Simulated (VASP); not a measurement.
# Hf (R-3m) in VASP: further runs

Runs on Hf. Level: PBEsol. Tasks: electric field gradients.

Everything below comes from runs of VASP 6.6.1. Logs are shortened: lines on timing, memory, paths and dates and some standing lists are left out, and cuts for length are marked.

## Step 1: The cell of the first run

The structure is trigonal, space group R-3m (No. 166). Conventional cell: a = 5.156 Å, b = 5.156 Å, c = 3.064 Å, α = 90.00°, β = 90.00°, γ = 120.00°. Hf (site symmetry -3m) has 14 Hf at 3.06 to 3.61 Å within 4.0 Å.

## Step 2: Electric field gradients, PBEsol (equal xy, yz and zx shear strains of -2 %)

Contents of INCAR:

```
ALGO = Normal
EDIFF = 1E-8
ENCUT = 520
GGA = PS
ISIF = 2
ISMEAR = -1
LASPH = T
LCHARG = F
LEFG = T
LREAL = F
LWAVE = F
NBANDS = 11
NELM = 80
PREC = Accurate
SIGMA = 0.08
```

Contents of KPOINTS:

```
k-points
0
Gamma
  16 16 16
```

Contents of POSCAR:

```
Hf
1.0
   -1.8411000000      1.8050000000      1.8050000000
    1.8050000000     -1.8411000000      1.8050000000
    1.8050000000      1.8050000000     -1.8411000000
Hf
1
Direct
    0.0000000000      0.0000000000      0.0000000000
```

Potentials or basis: VASP PAW PBE potentials, release 64 (Hf_pv).

The run is started by

```bash
cat potpaw_PBE.64/Hf_pv/POTCAR > POTCAR
mpirun -np 1 vasp_std > vasp.out
```

OUTCAR:

```text
EDIFF = 1E-8
   ENCUT = 520
   GGA = PS
   ISIF = 2
   ISMEAR = -1
   LASPH = T
   LREAL = F
   NELM = 80
   PREC = Accurate

 ion  position               nearest neighbor table
   1  0.000  0.000  0.000-

  LATTYP: Found a trigonal (rhomboedric) cell.
 ALAT       =     3.1473320781
 COS(alpha) =    -0.3420602552

  Lattice vectors:

 A1 = (  -1.8411000000,   1.8050000000,   1.8050000000)
 A2 = (   1.8050000000,  -1.8411000000,   1.8050000000)
 A3 = (   1.8050000000,   1.8050000000,  -1.8411000000)

Analysis of symmetry for initial positions (statically):
=====================================================================
 Subroutine PRICEL returns:
 Original cell was already a primitive cell.

 Routine SETGRP: Setting up the symmetry group for a
 trigonal (rhombohedral) supercell.

 Subroutine GETGRP returns: Found 12 space group operations
 (whereof 12 operations were pure point group operations)
 out of a pool of 12 trial point group operations.

The static configuration has the point symmetry D_3d.

Analysis of symmetry for dynamics (positions and initial velocities):
=====================================================================
 Subroutine PRICEL returns:
 Original cell was already a primitive cell.

 Routine SETGRP: Setting up the symmetry group for a
 trigonal (rhombohedral) supercell.

 Subroutine GETGRP returns: Found 12 space group operations
 (whereof 12 operations were pure point group operations)
 out of a pool of 12 trial point group operations.

The dynamic configuration has the point symmetry D_3d.

 Subroutine INISYM returns: Found 12 space group operations
 (whereof 12 operations are pure point group operations),
 and found     1 'primitive' translations

----------------------------------------------------------------------------------------

                                     Primitive cell

  volume of cell :      23.5158

  direct lattice vectors                    reciprocal lattice vectors
    -1.841100000  1.805000000  1.805000000     0.005597258  0.279862912  0.279862912
     1.805000000 -1.841100000  1.805000000     0.279862912  0.005597258  0.279862912
     1.805000000  1.805000000 -1.841100000     0.279862912  0.279862912  0.005597258

  length of vectors
     3.147332078  3.147332078  3.147332078     0.395825502  0.395825502  0.395825502

  position of ions in fractional coordinates (direct lattice)
     0.000000000  0.000000000  0.000000000

  ion indices of the primitive-cell ions
   primitive index   ion index
                 1           1

----------------------------------------------------------------------------------------

 KPOINTS: k-points

Automatic generation of k-mesh.
 Grid dimensions read from file:
 generate k-points for:   16   16   16

 Generating k-lattice:

  Cartesian coordinates                     Fractional coordinates (reciprocal lattice)
     0.000349829  0.017491432  0.017491432     0.062500000  0.000000000  0.000000000
     0.017491432  0.000349829  0.017491432     0.000000000  0.062500000  0.000000000
     0.017491432  0.017491432  0.000349829     0.000000000  0.000000000  0.062500000

  Length of vectors
     0.024739094  0.024739094  0.024739094

  Shift w.r.t. Gamma in fractional coordinates (k-lattice)
     0.000000000  0.000000000  0.000000000

 Subroutine IBZKPT returns following result:
 ===========================================

 Found    417 irreducible k-points:

 Following reciprocal coordinates:
            Coordinates               Weight
  0.000000  0.000000  0.000000      1.000000
  0.062500  0.000000  0.000000      6.000000
  0.125000  0.000000  0.000000      6.000000
  0.187500  0.000000  0.000000      6.000000
  0.250000  0.000000  0.000000      6.000000
  0.312500  0.000000  0.000000      6.000000
[... 16 lines left out ...]
 -0.125000  0.062500  0.000000     12.000000
 -0.062500  0.062500  0.000000      6.000000
 [... further k-points ...]
   k-points           NKPTS =    417   k-points in BZ     NKDIM =    417   number of bands    NBANDS=     11
   number of dos      NEDOS =    301   number of ions     NIONS =      1
   total plane-waves  NPLWV =  13824
   dimension x,y,z NGX =    24 NGY =   24 NGZ =   24
   dimension x,y,z NGXF=    48 NGYF=   48 NGZF=   48
   ions per type =               1
   NGX,Y,Z   is equivalent  to a cutoff of  12.68, 12.68, 12.68 a.u.
   NGXF,Y,Z  is equivalent  to a cutoff of  25.35, 25.35, 25.35 a.u.
 SYSTEM =  unknown system
   PREC   = accura    normal or accurate (medium, high low for compatibility)
   ISTART =      0    job   : 0-new  1-cont  2-samecut
   ICHARG =      2    charge: 1-file 2-atom 10-const
   ISPIN  =      1    spin polarized calculation?
   LNONCOLLINEAR =      F non collinear calculations
   LSORBIT =      F    spin-orbit coupling
   LASPH  =      T    aspherical Exc in radial PAW
   ENCUT  =  520.0 eV  38.22 Ry    6.18 a.u.   5.85  5.85  5.85*2*pi/ulx,y,z
   NELM   =     80;   NELMIN=  2; NELMDL= -5     # of ELM steps
   EDIFF  = 0.1E-07   stopping-criterion for ELM
   LREAL  =      F    real-space projection
   EDIFFG = 0.1E-06   stopping-criterion for IOM
   NSW    =      0    number of steps for IOM
   IBRION =     -1    ionic relax: 0-MD 1-quasi-New 2-CG
   NFREE  =      0    steps in history (QN), initial steepest desc. (CG)
   ISIF   =      2    stress and relaxation
   ISYM   =      2    0-nonsym 1-usesym 2-fastsym
   POTIM  = 0.5000    time-step for ionic-motion
   TEBEG  =    0.0;   TEEND  =   0.0 temperature during run
   PSTRESS=    0.0 pullay stress
   NELECT =      10.0000    total number of electrons
   NUPDOWN=      -1.0000    fix difference up-down
   EMIN   =  10.00;   EMAX   =-10.00  energy-range for DOS
   EFERMI =   0.00;   METHOD = LEGACY
   ISMEAR =    -1;   SIGMA  =   0.08  broadening in eV -4-tet -1-fermi 0-gaus
   EFERMI_NEDOS =   21; number of points for ismear=-14 and -15
   IALGO  =     38    algorithm
   IMIX   =      4    mixing-type and parameters
     AMIX     =   0.40;   BMIX     =  1.00
     AMIX_MAG =   1.60;   BMIX_MAG =  1.00
  volume/ion in A,a.u.               =      23.52       158.69
  Fermi-wavevector in a.u.,A,eV,Ry     =   1.231085  2.326413 20.620584  1.515570
  Thomas-Fermi vector in A             =   2.365908
   LORBIT       =      0    0 simple, 1 ext, 2 COOP (PROOUT), +10 PAW based schemes
   GGA     = PS    functional components
   LHFCALC =     F    Hartree Fock is set to
   AEXX    =    0.0000 exact exchange contribution
   IVDW    =     0    specifies the selected vdW correction
   LEPSILON=     F    determine dielectric tensor
   LRPA    =     F    only Hartree local field effects (RPA)
 non-spin polarized calculation
  energy-cutoff  :      520.00
  volume of cell :       23.52
 maximum number of plane-waves:       657
   NGX = 11   NGY = 11   NGZ = 11

 number of electron      10.0000000 magnetization

 Free energy of the ion-electron system (eV)
  ---------------------------------------------------
  ext. energy  EPLUGINS =         0.00000000
  ---------------------------------------------------
  free energy    TOTEN  =       -10.27968320 eV

  energy without entropy =      -10.23556608  energy(sigma->0) =      -10.25762464

 E-fermi :   4.0892     XC(G=0): -11.1650

 val. band max:        4.0887443976   @ k =   0.3125   0.2500   0.0000
 cond. band min:       4.0907834207   @ k =   0.4375   0.4375   0.1875
 fundamental gap:      0.0020390232
 Fermi energy:         4.0892308392

 k-point     1 :       0.0000    0.0000    0.0000
  band No.  band energies     occupation
      1     -25.9025      2.00000
      2     -25.9025      2.00000
      3     -25.8579      2.00000
      4      -2.7888      2.00000
      5       5.2800      0.00000
      6       5.6777      0.00000
      7       5.6777      0.00000
      8       8.2312      0.00000
      9       8.2312      0.00000
     10      16.8690      0.00000
     11      17.1459      0.00000

 k-point     2 :       0.0625    0.0000    0.0000
  band No.  band energies     occupation
      1     -25.9185      2.00000
      2     -25.9024      2.00000
      3     -25.8813      2.00000
      4      -2.6484      2.00000
      5       5.3555      0.00000
      6       5.5785      0.00000
      7       5.7235      0.00000
      8       8.0457      0.00000
      9       8.2190      0.00000
     10      17.0372      0.00000
     11      17.1455      0.00000
[... 295 lines left out ...]
 k-point    24 :      -0.0625    0.0625    0.0000
  band No.  band energies     occupation
      1     -25.9294      2.00000
      2     -25.9085      2.00000
      3     -25.8603      2.00000
      4      -2.6552      2.00000
      5       5.2140      0.00000
      6       5.6006      0.00000
      7       5.8069      0.00000
      8       8.1067      0.00000
      9       8.2370      0.00000
     10      17.1457      0.00000
     11      17.1980      0.00000

 [... further k-points ...]
[... 5 lines left out ...]
  --------------------------------------------------------------------------------------
  -------------------------------------------------------------------------------------
  Total       -1.3449335     -1.3449335     -1.3449335      0.1232112      0.1232112      0.1232112
  in kB      -91.6327985    -91.6327985    -91.6327985      8.3946044      8.3946044      8.3946044
  external PRESSURE =     -91.6327985 kB  Pullay stress =       0.0000000 kB

 VOLUME and BASIS-vectors are now :
 -----------------------------------------------------------------------------
  energy-cutoff  :      520.00
  volume of cell :       23.52
      direct lattice vectors                 reciprocal lattice vectors
    -1.841100000  1.805000000  1.805000000     0.005597258  0.279862912  0.279862912
     1.805000000 -1.841100000  1.805000000     0.279862912  0.005597258  0.279862912
     1.805000000  1.805000000 -1.841100000     0.279862912  0.279862912  0.005597258

 POSITION                                       TOTAL-FORCE (eV/Angst)
 -----------------------------------------------------------------------------------
      0.00000      0.00000      0.00000        -0.000000      0.000000     -0.000000
 -----------------------------------------------------------------------------------
    total drift:                               -0.000000      0.000000      0.000000

  FREE ENERGIE OF THE ION-ELECTRON SYSTEM (eV)
  ---------------------------------------------------
  free  energy   TOTEN  =       -10.2796831985 eV

  energy  without entropy=      -10.2355660788  energy(sigma->0) =      -10.25762464

 Electric field gradients (V/A^2)
---------------------------------------------------------------------
 ion       V_xx      V_yy      V_zz      V_xy      V_xz      V_yz
---------------------------------------------------------------------
   1       0.000    -0.000     0.000    24.119    24.119    24.119
---------------------------------------------------------------------

 Electric field gradients after diagonalization (V/A^2)
 (convention: |V_zz| > |V_xx| > |V_yy|)
----------------------------------------------------------------------
 ion       V_xx      V_yy      V_zz     asymmetry (V_yy - V_xx)/ V_zz
----------------------------------------------------------------------
   1     -24.119   -24.119    48.237       0.000
----------------------------------------------------------------------

           NMR quadrupolar parameters

 Cq : quadrupolar parameter    Cq=e*Q*V_zz/h
 eta: asymmetry parameters     (V_yy - V_xx)/ V_zz
 Q  : nuclear electric quadrupole moment in mb (millibarn)
----------------------------------------------------------------------
 ion       Cq(MHz)       eta       Q (mb)
----------------------------------------------------------------------
   1       0.117       0.000       1.000
----------------------------------------------------------------------
```

It took 44 s on 1 thread of Intel Xeon Platinum 8375C at 2.90GHz (Ice Lake), shared host; peak memory 0.23 GiB.

Results:

```
Free energy                             : -10.2797 eV
Pressure                                : -9.2 GPa
Band gap on the k mesh                  : zero (bands 5 and 6 overlap by 2.13 eV)
Largest electric field gradient by atom : Hf +48.2 V/Å²
```

Stress tensor (GPa, compression positive):
```
-9.16  0.84  0.84
 0.84 -9.16  0.84
 0.84  0.84 -9.16
```

Levels at points of the mesh, in eV from the Fermi level:
```
           k point  band 1  band 2  band 3  band 4  band 5  band 6  band 7  band 8  band 9  band 10
(0.00, 0.00, 0.00)  -29.99  -29.99  -29.95   -6.88    1.19    1.59    1.59    4.14    4.14    12.78
(0.50, 0.00, 0.00)  -30.70  -30.22  -29.99   -3.19   -0.39    1.04    3.80    4.73    7.23     9.73
(0.50, 0.50, 0.00)  -30.66  -30.19  -29.97   -3.28   -0.48    0.80    4.04    5.00    7.08     9.29
(0.50, 0.50, 0.50)  -30.53  -30.44  -30.44   -2.36   -2.36    6.24    6.24    6.72    6.79     6.79
```

Electric field gradients, principal values (V/Å²):
| atom | least | middle | greatest (by size) |
| --- | --- | --- | --- |
| 1 Hf | -24.119 | -24.119 | 48.237 |

Caveat: the cell differs from its parent crystal (equal xy, yz and zx shear strains of -2 %); the cell stands under tension; without QUAD_EFG the Cq values of the log hold for a quadrupole moment of 1 mb, not for the nuclei; the PAW data sets were made with another functional, which shifts forces and pressure a little; spin-orbit coupling is left out, which moves the levels of the heavy elements.

(Part 1 of 3 ends here.)
